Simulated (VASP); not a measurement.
# Rb2CoAgF6 (Fm-3m) in VASP: further runs

Runs on Rb2CoAgF6. Level: PBE. Tasks: single point.

Program: VASP 6.6.1. These are calculated values, not measurements. Logs are shortened: lines on timing, memory, paths and dates and some standing lists are left out, and cuts for length are marked.

## 1. The cell of the first run

Symmetry: Fm-3m, No. 225, cubic system. The conventional cell has a = 8.604 Å, b = 8.604 Å, c = 8.604 Å, α = 90.00°, β = 90.00°, γ = 90.00°. Within 4.0 Å of Rb (site symmetry -43m) lie 12 F at 3.05 Å and 4 Co at 3.73 Å and 4 Ag at 3.73 Å. Within 2.5 Å of Co (site symmetry m-3m) lie 6 F at 1.90 Å. Within 3.2 Å of Ag (site symmetry m-3m) lie 6 F at 2.41 Å. Within 2.5 Å of F (site symmetry 4mm) lie 1 Co at 1.90 Å and 1 Ag at 2.41 Å.

## 2. Single point, PBE, collinear spin, ferromagnetic start

File INCAR:

```
SYSTEM = Rb2CoAgF6
  PREC = Accurate
  ENCUT = 520
  EDIFF = 1E-6
  ISMEAR = 0
  SIGMA = 0.1
  LREAL = .FALSE.
  LASPH = .TRUE.
  NELM = 150
  ALGO = Normal
  ISIF = 2
  LWAVE = .FALSE.
  LCHARG = .FALSE.
  ISPIN = 2
  MAGMOM = 0 0 3 0 0 0 0 0 0 0
  LORBIT = 11
  LMAXMIX = 4
  GGA = PE
  NBANDS = 55
```

File KPOINTS:

```
Automatic mesh
0
G
  4 4 4
  0 0 0
```

File POSCAR:

```
Rb2CoAgF6
1.0
    0.0000000000      4.3018226235      4.3018226235
    4.3018226235      0.0000000000      4.3018226235
    4.3018226235      4.3018226235      0.0000000000
Rb Co Ag F
2 1 1 6
Direct
    0.2500000000      0.2500000000      0.2500000000
    0.7500000000      0.7500000000      0.7500000000
    0.0000000000      0.0000000000      0.0000000000
    0.5000000000      0.5000000000      0.5000000000
    0.2203460000      0.2203460000      0.7796540000
    0.2203460000      0.7796540000      0.7796540000
    0.7796540000      0.7796540000      0.2203460000
    0.2203460000      0.7796540000      0.2203460000
    0.7796540000      0.2203460000      0.7796540000
    0.7796540000      0.2203460000      0.2203460000
```

Potentials or basis: VASP PAW PBE potentials, release 64 (Rb_sv, Co, Ag, F).

Started as:

```sh
$ cat potpaw_PBE.64/Rb_sv/POTCAR potpaw_PBE.64/Co/POTCAR potpaw_PBE.64/Ag/POTCAR potpaw_PBE.64/F/POTCAR > POTCAR
$ mpirun -np 1 vasp_std > vasp.out
```

OUTCAR:

```text
SYSTEM = Rb2CoAgF6
   PREC = Accurate
   ENCUT = 520
   EDIFF = 1E-6
   ISMEAR = 0
   LREAL = .FALSE.
   LASPH = .TRUE.
   NELM = 150
   ISIF = 2
   ISPIN = 2
   LORBIT = 11
   GGA = PE

 ion  position               nearest neighbor table
   1  0.250  0.250  0.250-   7 3.05  10 3.05   7 3.05   8 3.05   5 3.05   5 3.05   8 3.05  10 3.05
                             9 3.05   6 3.05   9 3.05   6 3.05   3 3.73   4 3.73   3 3.73   3 3.73
   2  0.750  0.750  0.750-   6 3.05   7 3.05   9 3.05   7 3.05   5 3.05   9 3.05   5 3.05   6 3.05
                            10 3.05   8 3.05  10 3.05   8 3.05   3 3.73   4 3.73   4 3.73   3 3.73
   3  0.000  0.000  0.000-   5 1.90   6 1.90   7 1.90   8 1.90   9 1.90  10 1.90   2 3.73   2 3.73
                             1 3.73   2 3.73   2 3.73   1 3.73   1 3.73   1 3.73
   4  0.500  0.500  0.500-   5 2.41   6 2.41   7 2.41   8 2.41   9 2.41  10 2.41   1 3.73   1 3.73
                             1 3.73   2 3.73   1 3.73   2 3.73   2 3.73   2 3.73
   5  0.220  0.220  0.780-   3 1.90   4 2.41   1 3.05   2 3.05   2 3.05   1 3.05
   6  0.220  0.780  0.780-   3 1.90   4 2.41   2 3.05   2 3.05   1 3.05   1 3.05
   7  0.780  0.780  0.220-   3 1.90   4 2.41   2 3.05   2 3.05   1 3.05   1 3.05
   8  0.220  0.780  0.220-   3 1.90   4 2.41   1 3.05   1 3.05   2 3.05   2 3.05
   9  0.780  0.220  0.780-   3 1.90   4 2.41   2 3.05   2 3.05   1 3.05   1 3.05
  10  0.780  0.220  0.220-   3 1.90   4 2.41   1 3.05   1 3.05   2 3.05   2 3.05

  LATTYP: Found a face centered cubic cell.
 ALAT       =     8.6036452470

  Lattice vectors:

 A1 = (   0.0000000000,   4.3018226235,   4.3018226235)
 A2 = (   4.3018226235,   0.0000000000,   4.3018226235)
 A3 = (   4.3018226235,   4.3018226235,   0.0000000000)

Analysis of symmetry for initial positions (statically):
=====================================================================
 Subroutine PRICEL returns:
 Original cell was already a primitive cell.

 Routine SETGRP: Setting up the symmetry group for a
 face centered cubic supercell.

 Subroutine GETGRP returns: Found 48 space group operations
 (whereof 48 operations were pure point group operations)
 out of a pool of 48 trial point group operations.

The static configuration has the point symmetry O_h .

Analysis of symmetry for dynamics (positions and initial velocities):
=====================================================================
 Subroutine PRICEL returns:
 Original cell was already a primitive cell.

 Routine SETGRP: Setting up the symmetry group for a
 face centered cubic supercell.

 Subroutine GETGRP returns: Found 48 space group operations
 (whereof 48 operations were pure point group operations)
 out of a pool of 48 trial point group operations.

The dynamic configuration has the point symmetry O_h .

[... 165 lines left out ...]
 Fermi energy:         1.3391983446

 spin component 1

 k-point     1 :       0.0000    0.0000    0.0000
  band No.  band energies     occupation
      1     -23.9795      1.00000
      2     -23.9045      1.00000
      3     -21.5867      1.00000
      4     -21.1552      1.00000
      5     -21.1552      1.00000
      6     -21.1552      1.00000
[... 429 lines left out ...]
     51      10.6295      0.00000
     52      10.8611      0.00000
 Fermi energy:         1.3391983446

 spin component 2

 k-point     1 :       0.0000    0.0000    0.0000
  band No.  band energies     occupation
      1     -23.9767      1.00000
      2     -23.9031      1.00000
      3     -21.5060      1.00000
      4     -21.0761      1.00000
      5     -21.0761      1.00000
      6     -21.0761      1.00000
[... 429 lines left out ...]
     51      10.6499      0.00000
     52      10.8702      0.00000
 [bands above 52 left out]

------------------------ aborting loop because EDIFF is reached ----------------------------------------

  FORCE on cell =-STRESS in cart. coord.  units (eV):
  Direction    XX          YY          ZZ          XY          YZ          ZX
  --------------------------------------------------------------------------------------
  -------------------------------------------------------------------------------------
  Total        2.6134024      2.6134024      2.6134024     -0.0000000      0.0000000     -0.0000000
  in kB       26.2984028     26.2984028     26.2984028     -0.0000000      0.0000000     -0.0000000
  external PRESSURE =      26.2984028 kB  Pullay stress =       0.0000000 kB

 VOLUME and BASIS-vectors are now :
 -----------------------------------------------------------------------------
  energy-cutoff  :      520.00
  volume of cell :      159.22
      direct lattice vectors                 reciprocal lattice vectors
     0.000000000  4.301822623  4.301822623    -0.116229804  0.116229804  0.116229804
     4.301822623  0.000000000  4.301822623     0.116229804 -0.116229804  0.116229804
     4.301822623  4.301822623  0.000000000     0.116229804  0.116229804 -0.116229804

 POSITION                                       TOTAL-FORCE (eV/Angst)
 -----------------------------------------------------------------------------------
      2.15091      2.15091      2.15091         0.000000      0.000000      0.000000
      6.45273      6.45273      6.45273        -0.000000     -0.000000     -0.000000
      0.00000      0.00000      0.00000         0.000000      0.000000      0.000000
      4.30182      4.30182      4.30182         0.000000      0.000000      0.000000
      4.30182      4.30182      1.89578         0.000000      0.000000      0.779045
      6.70787      4.30182      4.30182        -0.779045      0.000000      0.000000
      4.30182      4.30182      6.70787         0.000000      0.000000     -0.779045
      4.30182      1.89578      4.30182         0.000000      0.779045      0.000000
      4.30182      6.70787      4.30182         0.000000     -0.779045      0.000000
      1.89578      4.30182      4.30182         0.779045      0.000000      0.000000
 -----------------------------------------------------------------------------------
    total drift:                               -0.000000     -0.000000      0.000000

  FREE ENERGIE OF THE ION-ELECTRON SYSTEM (eV)
  ---------------------------------------------------
  free  energy   TOTEN  =       -43.1361115308 eV

  energy  without entropy=      -43.0413938641  energy(sigma->0) =      -43.08875270

 total charge

# of ion       s       p       d       tot
------------------------------------------
    1        1.936   5.360   0.018   7.313
    2        1.936   5.360   0.018   7.313
    3        0.359   0.547   7.064   7.970
    4        0.154   0.121   9.343   9.619
    5        1.738   4.335   0.000   6.073
    6        1.738   4.335   0.000   6.073
    7        1.738   4.335   0.000   6.073
    8        1.738   4.335   0.000   6.073
    9        1.738   4.335   0.000   6.073
   10        1.738   4.335   0.000   6.073
--------------------------------------------------
tot         14.812  37.399  16.443  68.655

 magnetization (x)

# of ion       s       p       d       tot
------------------------------------------
    1        0.000   0.001   0.000   0.001
    2        0.000   0.001   0.000   0.001
    3        0.006   0.007   2.182   2.195
    4        0.023   0.007  -0.083  -0.053
    5        0.003   0.034   0.000   0.038
    6        0.003   0.034   0.000   0.038
    7        0.003   0.034   0.000   0.038
    8        0.003   0.034   0.000   0.038
    9        0.003   0.034   0.000   0.038
   10        0.003   0.034   0.000   0.038
--------------------------------------------------
tot          0.049   0.223   2.099   2.371
```

stdout:

```text
POSCAR found type information on POSCAR RbCoAgF
 POSCAR found :  4 types and      10 ions
 scaLAPACK will be used
 LDA part: xc-table for (Slater+PW92), standard interpolation
 POSCAR, INCAR and KPOINTS ok, starting setup
 FFT: planning ... GRIDC
 FFT: planning ... GRID_SOFT
 FFT: planning ... GRID
 WAVECAR not read
 entering main loop
```

Run time: 3.9 min. Hardware: 1 thread of Intel Xeon Platinum 8259CL at 2.50GHz (Skylake/Cascade Lake), shared host; peak memory 0.46 GiB.

Results:

```
Free energy                                           : -43.1361 eV
Pressure                                              : 2.6 GPa
Largest force                                         : 0.779 eV/Å
Net moment                                            : 2.47 μB per cell
Site moments                                          : Rb +0.00; Co +2.19; Ag -0.05; F +0.04 μB
Valence electrons inside the program's atomic spheres : Rb 7.31; Co 7.97; Ag 9.62; F 6.07
```

Forces on the atoms (eV/Å):
```
Rb   0.000  0.000  0.000
Rb   0.000  0.000  0.000
Co   0.000  0.000  0.000
Ag   0.000  0.000  0.000
F    0.000  0.000  0.779
F   -0.779  0.000  0.000
F    0.000  0.000 -0.779
F    0.000  0.779  0.000
F    0.000 -0.779  0.000
F    0.779  0.000  0.000
```

Caveat: a cell with one magnetic atom can't hold antiferromagnetic order, which such compounds often take; semilocal functionals often make such compounds metallic where correlation or magnetic order opens a gap, which also shifts bond lengths. With open d or f shells a metallic result of PBE can be an artefact of self-interaction; +U or a hybrid may open a gap.

## 3. Single point, PBE, collinear spin, ferromagnetic start

This run uses another cell than the first one, of 16.55 Å³/atom.

INCAR, as its differences from that of step 2:

```diff
@@ -14,3 +14,3 @@
   ISPIN = 2
-  MAGMOM = 0 0 3 0 0 0 0 0 0 0
+  MAGMOM = 0 0 3.06 0 0 0 0 0 0 0
   LORBIT = 11
```

File KPOINTS:

```
regular mesh
0
G
  4 4 4
  0 0 0
```

File POSCAR:

```
Rb2CoAgF6
1.0
    0.0000000000      4.3577668064      4.3577668064
    4.3577668064      0.0000000000      4.3577668064
    4.3577668064      4.3577668064      0.0000000000
Rb Co Ag F
2 1 1 6
Direct
    0.2500000000      0.2500000000      0.2500000000
    0.7500000000      0.7500000000      0.7500000000
    0.0000000000      0.0000000000      0.0000000000
    0.5000000000      0.5000000000      0.5000000000
    0.2248063261      0.2248063261      0.7751936739
    0.2248063261      0.7751936739      0.7751936739
    0.7751936739      0.7751936739      0.2248063261
    0.2248063261      0.7751936739      0.2248063261
    0.7751936739      0.2248063261      0.7751936739
    0.7751936739      0.2248063261      0.2248063261
```

Potentials or basis: VASP PAW PBE potentials, release 64 (Rb_sv, Co, Ag, F).

Started as:

```sh
$ cat potpaw_PBE.64/Rb_sv/POTCAR potpaw_PBE.64/Co/POTCAR potpaw_PBE.64/Ag/POTCAR potpaw_PBE.64/F/POTCAR > POTCAR
$ mpirun -np 1 vasp_std > vasp.out
```

It took 3.5 min on 1 thread of Intel Xeon Platinum 8259CL at 2.50GHz (Skylake/Cascade Lake), shared host; peak memory 0.47 GiB.

The run converged. Its results:

```
Free energy                                           : -43.3486 eV
Pressure                                              : 0.0 GPa
Largest force                                         : 0.065 eV/Å
Net moment                                            : 3.54 μB per cell
Site moments                                          : Rb +0.00; Co +2.89; Ag +0.00; F +0.09 μB
Valence electrons inside the program's atomic spheres : Rb 7.31; Co 7.70; Ag 9.62; F 6.06
```

Forces on the atoms (eV/Å):
```
Rb   0.000  0.000  0.000
Rb   0.000  0.000  0.000
Co   0.000  0.000  0.000
Ag   0.000  0.000  0.000
F    0.000  0.000  0.065
F   -0.065  0.000  0.000
F    0.000  0.000 -0.065
F    0.000  0.065  0.000
F    0.000 -0.065  0.000
F    0.065  0.000  0.000
```

Levels at points of the mesh, in eV from the Fermi level:
Spin up:
```csv
k point,band 39,band 40,band 41,band 42,band 43,band 44,band 45,band 46
"(0.00, 0.00, 0.00)",-1.44,-1.44,0.20,0.20,2.87,6.94,6.94,6.94
"(0.50, 0.00, 0.00)",-0.93,-0.93,-0.72,-0.72,4.25,6.01,7.73,7.73
"(0.50, 0.50, 0.00)",-1.42,-1.42,-0.86,0.20,4.75,6.35,7.69,7.98
```
Spin down:
```
           k point  band 33  band 34  band 35  band 36  band 37  band 38  band 39  band 40  band 41  band 42
(0.00, 0.00, 0.00)    -1.72    -1.72    -1.72    -1.17    -1.17     0.05     0.05     0.05     2.03     2.04
(0.50, 0.00, 0.00)    -1.53    -1.49    -1.49    -0.68    -0.68    -0.03     0.01     0.01     1.65     1.65
(0.50, 0.50, 0.00)    -1.71    -1.37    -1.37    -1.17    -1.08     0.02     0.04     0.04     1.20     2.04
```

Caveat: a cell with one magnetic atom can't hold antiferromagnetic order, which such compounds often take; semilocal functionals often make such compounds metallic where correlation or magnetic order opens a gap, which also shifts bond lengths.
